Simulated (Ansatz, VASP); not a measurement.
## One calculation of Al3H2, two programs

```xyz
5
Lattice="2.8780 0.0000 0.0000 -1.4390 2.4924 0.0000 0.0000 0.0000 8.0212" Properties=species:S:1:pos:R:3 pbc="T T T"
Al    0.0000    1.6616    2.3049
Al    1.4390    0.8308    5.7164
Al    0.0000    0.0000    0.0000
H     0.0000    1.6616    4.7178
H     1.4390    0.8308    3.3034
```

Alike in both runs: functional PBE; k mesh 6 × 6 × 2; occupations gaussian, width 0.2 eV; no spin polarisation.

Ansatz relaxed the structure, and its values are those at the end. VASP's run is a single point on that final structure, the one shown.

```csv
,VASP,Ansatz
version,VASP 6.6.1,Ansatz 0.2.0
potentials or method,"VASP PAW PBE potentials, release 64 (Al, H), cutoff 520 eV","scalar-relativistic, plane waves, PAW"
valence electrons in the cell,11,11
```

```tsv
	VASP	Ansatz	Ansatz less VASP
gap on the k mesh at the Fermi level (eV)	none	none	-
pressure (GPa)	-0.3	-0.2	+0.10
rms of the force components (eV/Å)	0.003	0.003	-0.0008
```

A gap of «none» marks a metal or a gap that the smearing closes.

The k mesh is coarse, so the values compare programs but aren't converged.
